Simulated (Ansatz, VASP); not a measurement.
One calculation of GaSb, two programs

```
CELL_PARAMETERS angstrom
0.00000 3.06860 3.06860
3.06860 0.00000 3.06860
3.06860 3.06860 0.00000
ATOMIC_POSITIONS crystal
Ga 0.00000 0.00000 0.00000
Sb 0.75000 0.75000 0.75000
```

Alike in both runs: task relaxation of cell and atoms; functional PBE; k mesh 12 × 12 × 12; occupations gaussian, width 0.1 eV; no spin polarisation.

|  | VASP | Ansatz |
| --- | --- | --- |
| version | VASP 6.6.1 | Ansatz 0.2.0 |
| potentials or method | VASP PAW PBE potentials, release 64 (Ga_d, Sb), cutoff 600 eV | scalar-relativistic, plane waves, PAW |
| valence electrons in the cell | 18 | 28 |

|  | VASP | Ansatz | Ansatz less VASP |
| --- | --- | --- | --- |
| gap on the k mesh at the Fermi level, each at its own relaxed structure (eV) | none | none | - |
| relaxed volume (Å³/atom) | 30.03 | 30.01 | -0.014 |
| relaxed length of the cell vector where the two differ most in proportion (Å) | 4.396 | 4.395 | -0.0007 |

A gap of «none» marks a metal or a gap that the smearing closes. VASP's potentials hold 18 valence electrons a cell and Ansatz's 28, so a difference there can come from the potentials and not from the codes.

Spin-orbit coupling is off throughout.
